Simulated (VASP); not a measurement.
LaB6:

```
La B
1.0
     4.15700    0.00000    0.00000
     0.00000    4.15700    0.00000
     0.00000    0.00000    4.15700
La B
1 6
Direct
  0.00000 0.00000 0.00000
  0.21170 0.50000 0.50000
  0.78830 0.50000 0.50000
  0.50000 0.50000 0.21170
  0.50000 0.50000 0.78830
  0.50000 0.21170 0.50000
  0.50000 0.78830 0.50000
```

| Property | Result |
| --- | --- |
| Program | VASP 6.6.1 |
| Task | relaxation of the atoms |
| Functional | PBE |
| Potentials or basis | VASP PAW PBE potentials, release 64 (La, B) |
| Cutoff | 520 eV |
| k mesh | 6 × 6 × 6 |
| Occupations | gaussian, width 0.05 eV |
| Spin | no spin polarisation |

At the start: pressure 4.3 GPa; volume 10.26 Å³/atom.

**Question.** Where does the relaxation end?

**Answer.** Over 4 steps the energy falls by 65.6 meV/atom; space group Pm-3m (No. 221, to 0.05 Å).

Step by step:
| step | energy change (eV) | largest force (eV/Å) | pressure (GPa) |
| --- | --- | --- | --- |
| 1 | 0.0000 | 3.0525 | 4.27 |
| 2 | 1.4917 | 7.1361 | 3.83 |
| 3 | -0.4587 | 0.0682 | -0.43 |
| 4 | -0.4589 | 0.0018 | -0.38 |

Final structure:
```
La B
1.0
     4.15700    0.00000    0.00000
     0.00000    4.15700    0.00000
     0.00000    0.00000    4.15700
La B
1 6
Direct
  0.00000 0.00000 0.00000
  0.19968 0.50000 0.50000
  0.80032 0.50000 0.50000
  0.50000 0.50000 0.19968
  0.50000 0.50000 0.80032
  0.50000 0.19968 0.50000
  0.50000 0.80032 0.50000
```
